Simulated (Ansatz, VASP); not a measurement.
## Two plane-wave programs on B2O

```
B O
1.0
     8.63700    0.00000    0.00000
    -4.31850    7.47986    0.00000
     0.00000    0.00000    7.05200
B O
36 18
Direct
  0.00000 0.00000 0.38000
  0.00000 0.33333 0.38000
  0.00000 0.66667 0.38000
  0.33333 0.00000 0.38000
  0.33333 0.33333 0.38000
  0.33333 0.66667 0.38000
  0.66667 0.00000 0.38000
  0.66667 0.33333 0.38000
  0.66667 0.66667 0.38000
  0.00000 0.00000 0.62000
  0.00000 0.33333 0.62000
  0.00000 0.66667 0.62000
  0.33333 0.00000 0.62000
  0.33333 0.33333 0.62000
  0.33333 0.66667 0.62000
  0.66667 0.00000 0.62000
  0.66667 0.33333 0.62000
  0.66667 0.66667 0.62000
  0.22222 0.11111 0.02300
  0.22222 0.44444 0.02300
  0.22222 0.77778 0.02300
  0.55556 0.11111 0.02300
  0.55556 0.44444 0.02300
  0.55556 0.77778 0.02300
  0.88889 0.11111 0.02300
  0.88889 0.44444 0.02300
  0.88889 0.77778 0.02300
  0.11111 0.22222 0.97700
  0.11111 0.55556 0.97700
  0.11111 0.88889 0.97700
  0.44444 0.22222 0.97700
  0.44444 0.55556 0.97700
  0.44444 0.88889 0.97700
  0.77778 0.22222 0.97700
  0.77778 0.55556 0.97700
  0.77778 0.88889 0.97700
  0.22222 0.11111 0.30600
  0.22222 0.44444 0.30600
  0.22222 0.77778 0.30600
  0.55556 0.11111 0.30600
  0.55556 0.44444 0.30600
  0.55556 0.77778 0.30600
  0.88889 0.11111 0.30600
  0.88889 0.44444 0.30600
  0.88889 0.77778 0.30600
  0.11111 0.22222 0.69400
  0.11111 0.55556 0.69400
  0.11111 0.88889 0.69400
  0.44444 0.22222 0.69400
  0.44444 0.55556 0.69400
  0.44444 0.88889 0.69400
  0.77778 0.22222 0.69400
  0.77778 0.55556 0.69400
  0.77778 0.88889 0.69400
```

Alike in both runs: task single point; functional PBE; k mesh 3 × 3 × 2; occupations gaussian, width 0.05 eV; no spin polarisation.

|  | VASP | Ansatz |
| --- | --- | --- |
| version | VASP 6.6.1 | Ansatz 0.2.0 |
| potentials or method | VASP PAW PBE potentials, release 64 (B, O), cutoff 520 eV | scalar-relativistic, plane waves, PAW |
| valence electrons in the cell | 216 | 216 |

Ansatz gave:

```
gap on the k mesh at the Fermi level (eV) : none
rms of the force components (eV/Å)        : 0.057
```

**Question.** Which values does VASP return?

**Answer.** gap on the k mesh at the Fermi level (eV): none; rms of the force components (eV/Å): 0.054.

Atom by atom the forces differ by 0.006 eV/Å (rms over components). A gap of «none» marks a metal or a gap that the smearing closes. The functional is the same, so the differences come from potentials, cutoffs and numerics. Ansatz's warnings: structure snapped to symmetry.

The k mesh is coarse, so the values compare programs but aren't converged.
